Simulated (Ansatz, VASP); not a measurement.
GaIr: VASP beside Ansatz

```
Ga Ir
1.0
     3.06292    0.00000    0.00000
     0.00000    3.06292    0.00000
     0.00000    0.00000    3.06292
Ga Ir
1 1
Direct
  0.00000 0.00000 0.00000
  0.50000 0.50000 0.50000
```

Change from the starting cell: volume scaled by 1.06, crystal datasets.

Alike in both runs: task electric field gradients; functional PBEsol; k mesh 12 × 12 × 12; occupations fermi-dirac, width 0.05 eV; no spin polarisation.

|  | VASP | Ansatz |
| --- | --- | --- |
| version | VASP 6.6.1 | Ansatz 0.2.0 |
| potentials or method | VASP PAW PBE potentials, release 64 (Ga_d, Ir), cutoff 520 eV | all-electron PAW with datasets made for the crystal, scalar-relativistic |

|  | VASP | Ansatz | Ansatz less VASP |
| --- | --- | --- | --- |
| pressure (GPa) | -8.9 | -9.3 | -0.36 |

VASP's potentials were made for PBE, not for PBEsol. Ansatz ran all-electron here, and VASP with PAW potentials.

Neither program's run includes spin-orbit coupling.
